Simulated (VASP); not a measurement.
# MnS (Fm-3m) in VASP: single point with PBE+U

Aim: the single point of MnS with PBE+U.

Everything below comes from runs of VASP 6.6.1. Logs are shortened: lines on timing, memory, paths and dates and some standing lists are left out, and cuts for length are marked.

**1. The cell of the first run**

Symmetry: Fm-3m, No. 225, cubic system. Conventional cell: a = 5.224 Å, b = 5.224 Å, c = 5.224 Å, α = 90.00°, β = 90.00°, γ = 90.00°. Mn (site symmetry m-3m) has 6 S at 2.61 Å within 3.4 Å. Within 3.4 Å of S (site symmetry m-3m) lie 6 Mn at 2.61 Å.

**2. Single point, PBE+U**

File INCAR:

```
SYSTEM = MnS
ALGO = Normal
EDIFF = 1E-7
ENCUT = 520
GGA = PE
ISIF = 2
ISMEAR = -1
ISYM = 0
LASPH = .TRUE.
LCHARG = .FALSE.
LDAU = .TRUE.
LDAUJ = 0 0
LDAUL = 2 -1
LDAUPRINT = 1
LDAUTYPE = 2
LDAUU = 3.9 0
LMAXMIX = 4
LREAL = .FALSE.
LWAVE = .FALSE.
NBANDS = 27
NELM = 150
PREC = Accurate
SIGMA = 0.03
```

File KPOINTS:

```
k-points
0
G
  7 4 6
  0 0 0
```

File POSCAR:

```
MnS
1.0
    0.0000000000     -2.6122500000     -2.6122500000
   -5.2245000000     -2.6122500000     -2.6122500000
    0.0000000000      2.6122500000     -2.6122500000
Mn S
2 2
Direct
    0.0000000000      0.0000000000      0.0000000000
    0.0000000000      0.5000000000      0.5000000000
    0.5000000000      0.0000000000      0.5000000000
    0.5000000000      0.5000000000      0.0000000000
```

Potentials or basis: VASP PAW PBE potentials, release 64 (Mn_pv, S).

Started as:

```bash
$ cat potpaw_PBE.64/Mn_pv/POTCAR potpaw_PBE.64/S/POTCAR > POTCAR
$ mpirun -np 1 vasp_std > vasp.out
```

OUTCAR:

```text
SYSTEM = MnS
   EDIFF = 1E-7
   ENCUT = 520
   GGA = PE
   ISIF = 2
   ISMEAR = -1
   ISYM = 0
   LASPH = .TRUE.
   LREAL = .FALSE.
   NELM = 150
   PREC = Accurate

 ion  position               nearest neighbor table
   1  0.000  0.000  0.000-   3 2.61   3 2.61   4 2.61   3 2.61   4 2.61   3 2.61
   2  0.000  0.500  0.500-   4 2.61   4 2.61   3 2.61   3 2.61   4 2.61   4 2.61
   3  0.500  0.000  0.500-   1 2.61   1 2.61   2 2.61   1 2.61   2 2.61   1 2.61
   4  0.500  0.500  0.000-   2 2.61   2 2.61   1 2.61   1 2.61   2 2.61   2 2.61

IMPORTANT INFORMATION: All symmetrisations will be switched off!
NOSYMM: (Re-)initialisation of all symmetry stuff for point group C_1.

----------------------------------------------------------------------------------------

                                     Primitive cell

  volume of cell :      71.3024

  direct lattice vectors                    reciprocal lattice vectors
     0.000000000 -2.612250000 -2.612250000     0.191405876 -0.191405876 -0.191405876
    -5.224500000 -2.612250000 -2.612250000    -0.191405876  0.000000000  0.000000000
     0.000000000  2.612250000 -2.612250000     0.000000000  0.191405876 -0.191405876

  length of vectors
     3.694279378  6.398679581  3.694279378     0.331524702  0.191405876  0.270688786

  position of ions in fractional coordinates (direct lattice)
     0.000000000  0.000000000  0.000000000
     0.000000000  0.500000000  0.500000000
     0.500000000  0.000000000  0.500000000
     0.500000000  0.500000000  0.000000000

  ion indices of the primitive-cell ions
   primitive index   ion index
                 1           1
                 2           2
                 3           3
                 4           4

----------------------------------------------------------------------------------------

 KPOINTS: k-points

Automatic generation of k-mesh.
 Grid dimensions read from file:
 generate k-points for:    7    4    6

 Generating k-lattice:

  Cartesian coordinates                     Fractional coordinates (reciprocal lattice)
     0.027343697 -0.027343697 -0.027343697     0.142857143  0.000000000  0.000000000
    -0.047851469  0.000000000  0.000000000     0.000000000  0.250000000  0.000000000
     0.000000000  0.031900979 -0.031900979     0.000000000  0.000000000  0.166666667

  Length of vectors
     0.047360672  0.047851469  0.045114798

  Shift w.r.t. Gamma in fractional coordinates (k-lattice)
     0.000000000  0.000000000  0.000000000

 -----------------------------------------------------------------------------
|                                                                             |
|           W    W    AA    RRRRR   N    N  II  N    N   GGGG   !!!           |
|           W    W   A  A   R    R  NN   N  II  NN   N  G    G  !!!           |
|           W    W  A    A  R    R  N N  N  II  N N  N  G       !!!           |
|           W WW W  AAAAAA  RRRRR   N  N N  II  N  N N  G  GGG   !            |
|           WW  WW  A    A  R   R   N   NN  II  N   NN  G    G                |
|           W    W  A    A  R    R  N    N  II  N    N   GGGG   !!!           |
|                                                                             |
|     Your reciprocal lattice and k-lattice belong to different lattice       |
|     classes:                                                                |
|                                                                             |
|        The reciprocal lattice is simple tetragonal,                         |
|        whereas your k-lattice is simple monoclinic.                         |
|                                                                             |
|     Results are often still useful ...                                      |
|                                                                             |
 -----------------------------------------------------------------------------

 WARNING: IBZKPT: internal override: KBLOWUP is changed to .FALSE.
      ... skipping the blow-up phase ...

 Subroutine IBZKPT returns following result:
 ===========================================

 Found     86 irreducible k-points:

 Following reciprocal coordinates:
            Coordinates               Weight
  0.000000  0.000000  0.000000      1.000000
  0.142857  0.000000  0.000000      2.000000
  0.285714  0.000000  0.000000      2.000000
  0.428571  0.000000  0.000000      2.000000
  0.000000  0.250000  0.000000      2.000000
  0.142857  0.250000  0.000000      2.000000
[... 16 lines left out ...]
  0.000000  0.250000  0.166667      2.000000
  0.142857  0.250000  0.166667      2.000000
 [... further k-points ...]
   k-points           NKPTS =     86   k-points in BZ     NKDIM =     86   number of bands    NBANDS=     27
[... 32 lines left out ...]
   ISMEAR =    -1;   SIGMA  =   0.03  broadening in eV -4-tet -1-fermi 0-gaus
   EFERMI_NEDOS =   21; number of points for ismear=-14 and -15
   IALGO  =     38    algorithm
   IMIX   =      4    mixing-type and parameters
     AMIX     =   0.40;   BMIX     =  1.00
     AMIX_MAG =   1.60;   BMIX_MAG =  1.00
  volume/ion in A,a.u.               =      17.83       120.29
  Fermi-wavevector in a.u.,A,eV,Ry     =   1.327297  2.508227 23.969603  1.761716
  Thomas-Fermi vector in A             =   2.456619
   LORBIT       =      0    0 simple, 1 ext, 2 COOP (PROOUT), +10 PAW based schemes
 LDA+U is selected, type is set to LDAUTYPE =  2
   angular momentum for each species LDAUL =     2   -1
   U (eV)           for each species LDAUU =   3.9  0.0
   J (eV)           for each species LDAUJ =   0.0  0.0
   GGA     = PE    functional components
   LHFCALC =     F    Hartree Fock is set to
   AEXX    =    0.0000 exact exchange contribution
   IVDW    =     0    specifies the selected vdW correction
   LEPSILON=     F    determine dielectric tensor
   LRPA    =     F    only Hartree local field effects (RPA)
 non-spin polarized calculation
  energy-cutoff  :      520.00
  volume of cell :       71.30
 maximum number of plane-waves:      1964
   NGX = 13   NGY = 23   NGZ = 13

atom =   1  type =  1  l = 2

 onsite density matrix

spin component  1

  0.7711  0.0004  0.0000  0.0001  0.0058
  0.0004  0.7717 -0.0003  0.0004  0.0005
  0.0000 -0.0003  0.1148 -0.0051  0.0000
  0.0001  0.0004 -0.0051  0.7711  0.0029
  0.0058  0.0005  0.0000  0.0029  0.1148

spin component  2

  0.7711  0.0004  0.0000  0.0001  0.0058
  0.0004  0.7717 -0.0003  0.0004  0.0005
  0.0000 -0.0003  0.1148 -0.0051  0.0000
  0.0001  0.0004 -0.0051  0.7711  0.0029
  0.0058  0.0005  0.0000  0.0029  0.1148

 occupancies and eigenvectors

  o =  0.1147  v =  0.0075  0.0008  0.5314  0.0078 -0.8471  0.0000  0.0000  0.0000  0.0000  0.0000      0.0000  0.0000  0.0000  0.0000  0.0000  0.0000  0.0000  0.0000  0.0000  0.0000
  o =  0.1147  v =  0.0000  0.0000  0.0000  0.0000  0.0000  0.0075  0.0008  0.5314  0.0078 -0.8471      0.0000  0.0000  0.0000  0.0000  0.0000  0.0000  0.0000  0.0000  0.0000  0.0000
  o =  0.1148  v =  0.0000  0.0000  0.0000  0.0000  0.0000 -0.0048 -0.0000  0.8471  0.0042  0.5314      0.0000  0.0000  0.0000  0.0000  0.0000  0.0000  0.0000  0.0000  0.0000  0.0000
  o =  0.1148  v = -0.0048 -0.0000  0.8471  0.0042  0.5314  0.0000  0.0000  0.0000  0.0000  0.0000      0.0000  0.0000  0.0000  0.0000  0.0000  0.0000  0.0000  0.0000  0.0000  0.0000
  o =  0.7709  v =  0.7480 -0.5285 -0.0028  0.4013  0.0080  0.0000  0.0000  0.0000  0.0000  0.0000      0.0000  0.0000  0.0000  0.0000  0.0000  0.0000  0.0000  0.0000  0.0000  0.0000
  o =  0.7709  v =  0.0000  0.0000  0.0000  0.0000  0.0000  0.7480 -0.5285 -0.0028  0.4013  0.0080      0.0000  0.0000  0.0000  0.0000  0.0000  0.0000  0.0000  0.0000  0.0000  0.0000
  o =  0.7710  v = -0.5424 -0.1386 -0.0064  0.8286 -0.0013  0.0000  0.0000  0.0000  0.0000  0.0000      0.0000  0.0000  0.0000  0.0000  0.0000  0.0000  0.0000  0.0000  0.0000  0.0000
  o =  0.7710  v =  0.0000  0.0000  0.0000  0.0000  0.0000 -0.5424 -0.1386 -0.0064  0.8286 -0.0013      0.0000  0.0000  0.0000  0.0000  0.0000  0.0000  0.0000  0.0000  0.0000  0.0000
  o =  0.7721  v =  0.3823  0.8375 -0.0033  0.3903  0.0057  0.0000  0.0000  0.0000  0.0000  0.0000      0.0000  0.0000  0.0000  0.0000  0.0000  0.0000  0.0000  0.0000  0.0000  0.0000
  o =  0.7721  v =  0.0000  0.0000  0.0000  0.0000  0.0000  0.3823  0.8375 -0.0033  0.3903  0.0057      0.0000  0.0000  0.0000  0.0000  0.0000  0.0000  0.0000  0.0000  0.0000  0.0000

atom =   2  type =  1  l = 2

 onsite density matrix

spin component  1

  0.7710  0.0004  0.0000  0.0001  0.0058
  0.0004  0.7718 -0.0003  0.0004  0.0005
  0.0000 -0.0003  0.1148 -0.0051  0.0000
  0.0001  0.0004 -0.0051  0.7711  0.0029
  0.0058  0.0005  0.0000  0.0029  0.1148

spin component  2

  0.7710  0.0004  0.0000  0.0001  0.0058
  0.0004  0.7718 -0.0003  0.0004  0.0005
  0.0000 -0.0003  0.1148 -0.0051  0.0000
  0.0001  0.0004 -0.0051  0.7711  0.0029
  0.0058  0.0005  0.0000  0.0029  0.1148

 occupancies and eigenvectors

  o =  0.1147  v =  0.0074  0.0008  0.5360  0.0078 -0.8441  0.0000  0.0000  0.0000  0.0000  0.0000      0.0000  0.0000  0.0000  0.0000  0.0000  0.0000  0.0000  0.0000  0.0000  0.0000
  o =  0.1147  v =  0.0000  0.0000  0.0000  0.0000  0.0000  0.0074  0.0008  0.5360  0.0078 -0.8441      0.0000  0.0000  0.0000  0.0000  0.0000  0.0000  0.0000  0.0000  0.0000  0.0000
  o =  0.1148  v =  0.0000  0.0000  0.0000  0.0000  0.0000 -0.0048 -0.0000  0.8442  0.0042  0.5360      0.0000  0.0000  0.0000  0.0000  0.0000  0.0000  0.0000  0.0000  0.0000  0.0000
  o =  0.1148  v = -0.0048 -0.0000  0.8442  0.0042  0.5360  0.0000  0.0000  0.0000  0.0000  0.0000      0.0000  0.0000  0.0000  0.0000  0.0000  0.0000  0.0000  0.0000  0.0000  0.0000
  o =  0.7709  v =  0.7826 -0.5011 -0.0026  0.3693  0.0082  0.0000  0.0000  0.0000  0.0000  0.0000      0.0000  0.0000  0.0000  0.0000  0.0000  0.0000  0.0000  0.0000  0.0000  0.0000
  o =  0.7709  v =  0.0000  0.0000  0.0000  0.0000  0.0000  0.7826 -0.5011 -0.0026  0.3693  0.0082      0.0000  0.0000  0.0000  0.0000  0.0000  0.0000  0.0000  0.0000  0.0000  0.0000
  o =  0.7710  v = -0.5036 -0.1611 -0.0065  0.8487 -0.0009  0.0000  0.0000  0.0000  0.0000  0.0000      0.0000  0.0000  0.0000  0.0000  0.0000  0.0000  0.0000  0.0000  0.0000  0.0000
  o =  0.7710  v =  0.0000  0.0000  0.0000  0.0000  0.0000 -0.5036 -0.1611 -0.0065  0.8487 -0.0009      0.0000  0.0000  0.0000  0.0000  0.0000  0.0000  0.0000  0.0000  0.0000  0.0000
  o =  0.7721  v =  0.3658  0.8502 -0.0032  0.3785  0.0055  0.0000  0.0000  0.0000  0.0000  0.0000      0.0000  0.0000  0.0000  0.0000  0.0000  0.0000  0.0000  0.0000  0.0000  0.0000
  o =  0.7721  v =  0.0000  0.0000  0.0000  0.0000  0.0000  0.3658  0.8502 -0.0032  0.3785  0.0055      0.0000  0.0000  0.0000  0.0000  0.0000  0.0000  0.0000  0.0000  0.0000  0.0000

 number of electron      37.9999996 magnetization

 Free energy of the ion-electron system (eV)
  ---------------------------------------------------
  ext. energy  EPLUGINS =         0.00000000
  ---------------------------------------------------
  free energy    TOTEN  =       -16.76247173 eV

  energy without entropy =      -16.69827331  energy(sigma->0) =      -16.73037252

 E-fermi :   5.0831     XC(G=0): -10.6479

 val. band max:        5.0826048848   @ k =   0.4286   0.0000   0.3333
 cond. band min:       5.0834200226   @ k =   0.1429   0.5000   0.0000
 fundamental gap:      0.0008151378
 Fermi energy:         5.0830864840

 k-point     1 :       0.0000    0.0000    0.0000
  band No.  band energies     occupation
      1     -41.8401      2.00000
      2     -41.8338      2.00000
      3     -41.8325      2.00000
      4     -41.8314      2.00000
      5     -41.8297      2.00000
      6     -41.8279      2.00000
[... 709 lines left out ...]
     26      10.4924      0.00000
     27      12.8545      0.00000

 [... further k-points ...]

------------------------ aborting loop because EDIFF is reached ----------------------------------------

  FORCE on cell =-STRESS in cart. coord.  units (eV):
  Direction    XX          YY          ZZ          XY          YZ          ZX
  --------------------------------------------------------------------------------------
  -------------------------------------------------------------------------------------
  Total       -6.6556107     -6.7447094     -6.7443469     -0.0003792     -0.0090277     -0.0004283
  in kB     -149.5527098   -151.5547735   -151.5466277     -0.0085207     -0.2028546     -0.0096234
  external PRESSURE =    -150.8847037 kB  Pullay stress =       0.0000000 kB

 VOLUME and BASIS-vectors are now :
 -----------------------------------------------------------------------------
  energy-cutoff  :      520.00
  volume of cell :       71.30
      direct lattice vectors                 reciprocal lattice vectors
     0.000000000 -2.612250000 -2.612250000     0.191405876 -0.191405876 -0.191405876
    -5.224500000 -2.612250000 -2.612250000    -0.191405876  0.000000000  0.000000000
     0.000000000  2.612250000 -2.612250000     0.000000000  0.191405876 -0.191405876

 POSITION                                       TOTAL-FORCE (eV/Angst)
 -----------------------------------------------------------------------------------
      0.00000      0.00000      0.00000        -0.000000      0.000000     -0.000000
     -2.61225      0.00000     -2.61225         0.000000     -0.000000     -0.000000
      0.00000      0.00000     -2.61225         0.000000     -0.000000      0.000000
     -2.61225     -2.61225     -2.61225        -0.000000      0.000000      0.000000
 -----------------------------------------------------------------------------------
    total drift:                                0.000000      0.000000     -0.000001

  FREE ENERGIE OF THE ION-ELECTRON SYSTEM (eV)
  ---------------------------------------------------
  free  energy   TOTEN  =       -16.7624717279 eV

  energy  without entropy=      -16.6982733149  energy(sigma->0) =      -16.73037252
```

It took 14 min on 1 thread of Intel Xeon 8259CL, shared host; peak memory 0.28 GiB.

Results:

* Free energy: -16.7625 eV
* Pressure: -15.1 GPa
* Band gap on the k mesh: zero (bands 19 and 20 overlap by 0.30 eV)

Levels at points of the mesh, in eV from the Fermi level:
```
           k point  band 15  band 16  band 17  band 18  band 19  band 20  band 21  band 22  band 23  band 24
(0.00, 0.00, 0.00)    -0.90    -0.64    -0.64    -0.64    -0.14    -0.14     1.41     1.41     1.80     2.49
(0.00, 0.50, 0.00)    -1.22    -1.22     0.10     0.10     0.10     0.10     1.60     1.60     2.44     2.44
(0.00, 0.00, 0.50)    -0.47    -0.47    -0.11    -0.11     0.16     0.16     2.09     2.09     3.90     3.90
(0.00, 0.50, 0.50)    -0.12    -0.12    -0.11    -0.11     0.02     0.02     3.97     3.97     3.97     3.97
```

Eigenvalues of the final occupation matrices:
```
    site  spin  trace               eigenvalues
site 1 d     1   2.54  0.11 0.11 0.77 0.77 0.77
site 1 d     2   2.54  0.11 0.11 0.77 0.77 0.77
site 2 d     1   2.54  0.11 0.11 0.77 0.77 0.77
site 2 d     2   2.54  0.11 0.11 0.77 0.77 0.77
```

Caveat: the cell stands under tension; the run has no spin polarisation, though such a crystal can be magnetic; U without spin polarisation on a metal has little footing. Spin polarisation is off, so any magnetic state and its effect on volume and gap are missing.
